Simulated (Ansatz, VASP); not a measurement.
**Two plane-wave programs on Rh**

```xyz
4
Lattice="2.6574 0.0000 0.0000 -1.3287 2.3014 0.0000 0.0000 0.0000 8.6595" Properties=species:S:1:pos:R:3 pbc="T T T"
Rh    0.0000    0.0000    0.0000
Rh    0.0000    1.5343    2.1649
Rh    0.0000    0.0000    4.3297
Rh    1.3287    0.7671    6.4946
```

Alike in both runs: functional LDA; k mesh 12 × 12 × 2; occupations gaussian, width 0.1 eV; no spin polarisation.

Ansatz relaxed the structure, and its values are those at the end. VASP's run is a single point on that final structure, the one shown.

|  | VASP | Ansatz |
| --- | --- | --- |
| version | VASP 6.6.1 | Ansatz 0.2.0 |
| potentials or method | VASP PAW LDA potentials, release 64 (Rh_sv_GW), cutoff 530 eV | scalar-relativistic, plane waves, PAW |
| valence electrons in the cell | 68 | 68 |

```tsv
	VASP	Ansatz	Ansatz less VASP
gap on the k mesh at the Fermi level (eV)	none	none	-
pressure (GPa)	-2.0	0.1	+2.07
```

LDA's correlation is that of Perdew and Zunger in VASP and of Perdew and Wang (1992) in Ansatz. A gap of «none» marks a metal or a gap that the smearing closes.

The k mesh is coarse, so the values compare programs but aren't converged.
